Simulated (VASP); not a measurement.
# SnTe (F-43m) in VASP: a series of runs

The runs below take SnTe through single point, relaxation of cell and atoms, with PBE, LDA.

Program: VASP 6.6.1. These are calculated values, not measurements. Logs are shortened: lines on timing, memory, paths and dates and some standing lists are left out, and cuts for length are marked.

## 1. The cell of the first run

It takes space group F-43m (No. 216, cubic). The conventional cell has a = 7.168 Å, b = 7.168 Å, c = 7.168 Å, α = 90.00°, β = 90.00°, γ = 90.00°. Sn (site symmetry -43m) has 4 Te at 3.10 Å within 4.1 Å. Within 4.1 Å of Te (site symmetry -43m) lie 4 Sn at 3.10 Å.

## 2. Single point, PBE

Contents of INCAR:

```
ALGO = Normal
EDIFF = 1E-6
ENCUT = 500
GGA = PE
GGA_COMPAT = False
ISIF = 2
ISMEAR = -1
LASPH = True
LCHARG = True
LELF = True
LREAL = False
LVHAR = True
LWAVE = False
NBANDS = 17
NELM = 120
PREC = Accurate
SIGMA = 0.02
```

Contents of KPOINTS:

```
k-points
0
Gamma
  6 6 6
```

Contents of POSCAR:

```
SnTe
1.0
    0.0000000000      3.5839840079      3.5839840079
    3.5839840079      0.0000000000      3.5839840079
    3.5839840079      3.5839840079      0.0000000000
Sn Te
1 1
Direct
    0.0000000000      0.0000000000      0.0000000000
    0.2500000000      0.2500000000      0.2500000000
```

Potentials or basis: VASP PAW PBE potentials, release 64 (Sn_d, Te).

Launch:

```sh
$ cat potpaw_PBE.64/Sn_d/POTCAR potpaw_PBE.64/Te/POTCAR > POTCAR
$ mpirun -np 1 vasp_std > vasp.out
```

OUTCAR:

```text
EDIFF = 1E-6
   ENCUT = 500
   GGA = PE
   ISIF = 2
   ISMEAR = -1
   LASPH = True
   LREAL = False
   NELM = 120
   PREC = Accurate

 ion  position               nearest neighbor table
   1  0.000  0.000  0.000-   2 3.10   2 3.10   2 3.10   2 3.10
   2  0.250  0.250  0.250-   1 3.10   1 3.10   1 3.10   1 3.10

  LATTYP: Found a face centered cubic cell.
 ALAT       =     7.1679680158

  Lattice vectors:

 A1 = (   0.0000000000,   3.5839840079,   3.5839840079)
 A2 = (   3.5839840079,   0.0000000000,   3.5839840079)
 A3 = (   3.5839840079,   3.5839840079,   0.0000000000)

Analysis of symmetry for initial positions (statically):
=====================================================================
 Subroutine PRICEL returns:
 Original cell was already a primitive cell.

 Routine SETGRP: Setting up the symmetry group for a
 face centered cubic supercell.

 Subroutine GETGRP returns: Found 24 space group operations
 (whereof 24 operations were pure point group operations)
 out of a pool of 48 trial point group operations.

The static configuration has the point symmetry T_d .

Analysis of symmetry for dynamics (positions and initial velocities):
=====================================================================
 Subroutine PRICEL returns:
 Original cell was already a primitive cell.

 Routine SETGRP: Setting up the symmetry group for a
 face centered cubic supercell.

 Subroutine GETGRP returns: Found 24 space group operations
 (whereof 24 operations were pure point group operations)
 out of a pool of 48 trial point group operations.

The dynamic configuration has the point symmetry T_d .

 Subroutine INISYM returns: Found 24 space group operations
 (whereof 24 operations are pure point group operations),
 and found     1 'primitive' translations

----------------------------------------------------------------------------------------

                                     Primitive cell

  volume of cell :      92.0721

  direct lattice vectors                    reciprocal lattice vectors
     0.000000000  3.583984008  3.583984008    -0.139509551  0.139509551  0.139509551
     3.583984008  0.000000000  3.583984008     0.139509551 -0.139509551  0.139509551
     3.583984008  3.583984008  0.000000000     0.139509551  0.139509551 -0.139509551

  length of vectors
     5.068518791  5.068518791  5.068518791     0.241637631  0.241637631  0.241637631

  position of ions in fractional coordinates (direct lattice)
     0.000000000  0.000000000  0.000000000
     0.250000000  0.250000000  0.250000000

  ion indices of the primitive-cell ions
   primitive index   ion index
                 1           1
                 2           2

----------------------------------------------------------------------------------------

 KPOINTS: k-points

Automatic generation of k-mesh.
 Grid dimensions read from file:
 generate k-points for:    6    6    6

 Generating k-lattice:

  Cartesian coordinates                     Fractional coordinates (reciprocal lattice)
    -0.023251592  0.023251592  0.023251592     0.166666667  0.000000000  0.000000000
     0.023251592 -0.023251592  0.023251592     0.000000000  0.166666667  0.000000000
     0.023251592  0.023251592 -0.023251592     0.000000000  0.000000000  0.166666667

  Length of vectors
     0.040272938  0.040272938  0.040272938

  Shift w.r.t. Gamma in fractional coordinates (k-lattice)
     0.000000000  0.000000000  0.000000000

 Subroutine IBZKPT returns following result:
 ===========================================

 Found     16 irreducible k-points:

 Following reciprocal coordinates:
            Coordinates               Weight
  0.000000  0.000000  0.000000      1.000000
  0.166667  0.000000  0.000000      8.000000
  0.333333  0.000000  0.000000      8.000000
  0.500000  0.000000  0.000000      4.000000
  0.166667  0.166667  0.000000      6.000000
  0.333333  0.166667  0.000000     24.000000
[... 8 lines left out ...]
 -0.333333  0.333333  0.166667     24.000000
 -0.333333  0.500000  0.166667     12.000000
   k-points           NKPTS =     16   k-points in BZ     NKDIM =     16   number of bands    NBANDS=     17
   number of dos      NEDOS =    301   number of ions     NIONS =      2
   total plane-waves  NPLWV =  64000
   dimension x,y,z NGX =    40 NGY =   40 NGZ =   40
   dimension x,y,z NGXF=    80 NGYF=   80 NGZF=   80
   ions per type =               1   1
   NGX,Y,Z   is equivalent  to a cutoff of  13.12, 13.12, 13.12 a.u.
   NGXF,Y,Z  is equivalent  to a cutoff of  26.24, 26.24, 26.24 a.u.
 SYSTEM =  unknown system
   PREC   = accura    normal or accurate (medium, high low for compatibility)
   ISTART =      0    job   : 0-new  1-cont  2-samecut
   ICHARG =      2    charge: 1-file 2-atom 10-const
   ISPIN  =      1    spin polarized calculation?
   LNONCOLLINEAR =      F non collinear calculations
   LSORBIT =      F    spin-orbit coupling
   LASPH  =      T    aspherical Exc in radial PAW
   ENCUT  =  500.0 eV  36.75 Ry    6.06 a.u.   9.24  9.24  9.24*2*pi/ulx,y,z
   NELM   =    120;   NELMIN=  2; NELMDL= -5     # of ELM steps
   EDIFF  = 0.1E-05   stopping-criterion for ELM
   LREAL  =      F    real-space projection
   EDIFFG = 0.1E-04   stopping-criterion for IOM
   NSW    =      0    number of steps for IOM
   IBRION =     -1    ionic relax: 0-MD 1-quasi-New 2-CG
   NFREE  =      0    steps in history (QN), initial steepest desc. (CG)
   ISIF   =      2    stress and relaxation
   ISYM   =      2    0-nonsym 1-usesym 2-fastsym
   POTIM  = 0.5000    time-step for ionic-motion
   TEBEG  =    0.0;   TEEND  =   0.0 temperature during run
   PSTRESS=    0.0 pullay stress
   NELECT =      20.0000    total number of electrons
   NUPDOWN=      -1.0000    fix difference up-down
   EMIN   =  10.00;   EMAX   =-10.00  energy-range for DOS
   EFERMI =   0.00;   METHOD = LEGACY
   ISMEAR =    -1;   SIGMA  =   0.02  broadening in eV -4-tet -1-fermi 0-gaus
   EFERMI_NEDOS =   21; number of points for ismear=-14 and -15
   IALGO  =     38    algorithm
   IMIX   =      4    mixing-type and parameters
     AMIX     =   0.40;   BMIX     =  1.00
     AMIX_MAG =   1.60;   BMIX_MAG =  1.00
  volume/ion in A,a.u.               =      46.04       310.67
  Fermi-wavevector in a.u.,A,eV,Ry     =   0.984107  1.859692 13.176775  0.968466
  Thomas-Fermi vector in A             =   2.115314
   LORBIT       =      0    0 simple, 1 ext, 2 COOP (PROOUT), +10 PAW based schemes
   GGA     = PE    functional components
   LHFCALC =     F    Hartree Fock is set to
   AEXX    =    0.0000 exact exchange contribution
   IVDW    =     0    specifies the selected vdW correction
   LEPSILON=     F    determine dielectric tensor
   LRPA    =     F    only Hartree local field effects (RPA)
 non-spin polarized calculation
  energy-cutoff  :      500.00
  volume of cell :       92.07
 maximum number of plane-waves:      2362
 NGX is ok and might be reduce to    40
   NGX = 19   NGY = 19   NGZ = 19

 number of electron      20.0000005 magnetization

 Free energy of the ion-electron system (eV)
  ---------------------------------------------------
  ext. energy  EPLUGINS =         0.00000000
  ---------------------------------------------------
  free energy    TOTEN  =        -7.06084177 eV

  energy without entropy =       -7.06078710  energy(sigma->0) =       -7.06081444

 E-fermi :   3.3609     XC(G=0):  -7.5356

 val. band max:        3.2352106747   @ k =  -0.3333   0.5000   0.1667
 cond. band min:       3.4588492828   @ k =   0.5000   0.5000   0.0000
 fundamental gap:      0.2236386081
 Fermi energy:         3.3609018034

 k-point     1 :       0.0000    0.0000    0.0000
  band No.  band energies     occupation
      1     -18.4304      2.00000
      2     -18.4304      2.00000
      3     -18.4304      2.00000
      4     -18.4204      2.00000
      5     -18.4204      2.00000
      6      -8.2663      2.00000
[... 9 lines left out ...]
     16       9.8141      0.00000
     17      10.9889      0.00000

 k-point     2 :       0.1667    0.0000    0.0000
  band No.  band energies     occupation
      1     -18.4307      2.00000
      2     -18.4300      2.00000
      3     -18.4300      2.00000
      4     -18.4204      2.00000
      5     -18.4204      2.00000
      6      -8.1463      2.00000
[... 9 lines left out ...]
     16       9.3010      0.00000
     17      10.5160      0.00000

 k-point     3 :       0.3333    0.0000    0.0000
  band No.  band energies     occupation
      1     -18.4315      2.00000
      2     -18.4293      2.00000
      3     -18.4293      2.00000
      4     -18.4203      2.00000
      5     -18.4203      2.00000
      6      -7.8665      2.00000
[... 9 lines left out ...]
     16       9.4489      0.00000
     17      10.8006      0.00000

 k-point     4 :       0.5000    0.0000    0.0000
  band No.  band energies     occupation
      1     -18.4318      2.00000
      2     -18.4289      2.00000
      3     -18.4289      2.00000
      4     -18.4202      2.00000
      5     -18.4202      2.00000
      6      -7.6980      2.00000
[... 9 lines left out ...]
     16      10.3041      0.00000
     17      10.3041      0.00000
[... 183 lines left out ...]
      1     -18.4326      2.00000
      2     -18.4286      2.00000
      3     -18.4281      2.00000
      4     -18.4207      2.00000
      5     -18.4199      2.00000
      6      -7.6527      2.00000
[... 9 lines left out ...]
     16      10.7512      0.00000
     17      11.8139      0.00000

 k-point    15 :      -0.3333    0.3333    0.1667
  band No.  band energies     occupation
      1     -18.4326      2.00000
      2     -18.4286      2.00000
      3     -18.4277      2.00000
      4     -18.4206      2.00000
      5     -18.4200      2.00000
      6      -7.5262      2.00000
[... 9 lines left out ...]
     16      10.5704      0.00000
     17      11.6440      0.00000

 k-point    16 :      -0.3333    0.5000    0.1667
  band No.  band energies     occupation
      1     -18.4333      2.00000
      2     -18.4281      2.00000
      3     -18.4273      2.00000
      4     -18.4209      2.00000
      5     -18.4198      2.00000
      6      -7.4627      2.00000
[... 9 lines left out ...]
     16      11.2817      0.00000
     17      11.3480      0.00000

------------------------ aborting loop because EDIFF is reached ----------------------------------------

  FORCE on cell =-STRESS in cart. coord.  units (eV):
  Direction    XX          YY          ZZ          XY          YZ          ZX
  --------------------------------------------------------------------------------------
  -------------------------------------------------------------------------------------
  Total        0.2958566      0.2958566      0.2958566      0.0000000      0.0000000      0.0000000
  in kB        5.1482970      5.1482970      5.1482970      0.0000000      0.0000000      0.0000000
  external PRESSURE =       5.1482970 kB  Pullay stress =       0.0000000 kB

 VOLUME and BASIS-vectors are now :
 -----------------------------------------------------------------------------
  energy-cutoff  :      500.00
  volume of cell :       92.07
      direct lattice vectors                 reciprocal lattice vectors
     0.000000000  3.583984008  3.583984008    -0.139509551  0.139509551  0.139509551
     3.583984008  0.000000000  3.583984008     0.139509551 -0.139509551  0.139509551
     3.583984008  3.583984008  0.000000000     0.139509551  0.139509551 -0.139509551

 POSITION                                       TOTAL-FORCE (eV/Angst)
 -----------------------------------------------------------------------------------
      0.00000      0.00000      0.00000        -0.000000      0.000000     -0.000000
      1.79199      1.79199      1.79199         0.000000     -0.000000      0.000000
 -----------------------------------------------------------------------------------
    total drift:                               -0.000000     -0.000000     -0.000000

  FREE ENERGIE OF THE ION-ELECTRON SYSTEM (eV)
  ---------------------------------------------------
  free  energy   TOTEN  =        -7.0608417714 eV

  energy  without entropy=       -7.0607871003  energy(sigma->0) =       -7.06081444
```

Wall time 17 s (1 thread of AMD EPYC 9R45 (Zen 5), shared host); peak memory 0.21 GiB.

What came out:

```
Free energy            : -7.0608 eV
Pressure               : 0.5 GPa
Band gap on the k mesh : 0.22 eV, indirect (least direct gap 0.77 eV)
```

Caveat: spin-orbit coupling is left out, which moves the levels of the heavy elements.

## 3. Single point, LDA

Contents of INCAR:

```
PREC     = Accurate       # precision mode
ENCUT    = 500            # plane-wave cutoff, eV
EDIFF    = 1E-6           # SCF threshold, eV
ISMEAR   = -1             # smearing method
SIGMA    = 0.02           # smearing width, eV
LREAL    = F              # projectors in reciprocal space
LASPH    = T              # aspherical terms in the spheres
NELM     = 120            # most SCF steps
ALGO     = Normal         # electronic algorithm
ISIF     = 2              # what is computed and relaxed
LWAVE    = F              # write WAVECAR
LCHARG   = T              # write CHGCAR
LELF     = T              # ELF
LVHAR    = T            
NBANDS   = 17             # bands
GGA_COMPAT= F
```

Contents of KPOINTS:

```
Automatic mesh
0
Gamma
  6 6 6
```

POSCAR is that of step 2.

Potentials or basis: VASP PAW LDA potentials, release 64 (Sn_d, Te).

Launch:

```sh
$ cat potpaw_LDA.64/Sn_d/POTCAR potpaw_LDA.64/Te/POTCAR > POTCAR
$ mpirun -np 1 vasp_std > vasp.out
```

Run time: 15 s. Hardware: 1 thread of AMD EPYC 9R45 (Zen 5), shared host; peak memory 0.17 GiB.

The run converged. Its results:

```
Free energy            : -8.0192 eV
Pressure               : -1.7 GPa
Band gap on the k mesh : 0.14 eV, indirect (least direct gap 0.70 eV)
```

Levels at points of the mesh, in eV from the valence-band top:
```
           k point  band 8  band 9  band 10  band 11  band 12  band 13
(0.00, 0.00, 0.00)   -1.80   -1.80    -1.80     1.12     1.12     1.12
(0.50, 0.00, 0.00)   -2.35   -2.35    -1.96     1.93     1.93     3.56
(0.50, 0.50, 0.00)   -3.04   -3.04    -0.56     0.14     4.07     4.07
```

Caveat: spin-orbit coupling is left out, which moves the levels of the heavy elements.

(Continued in part 2 of 2.)
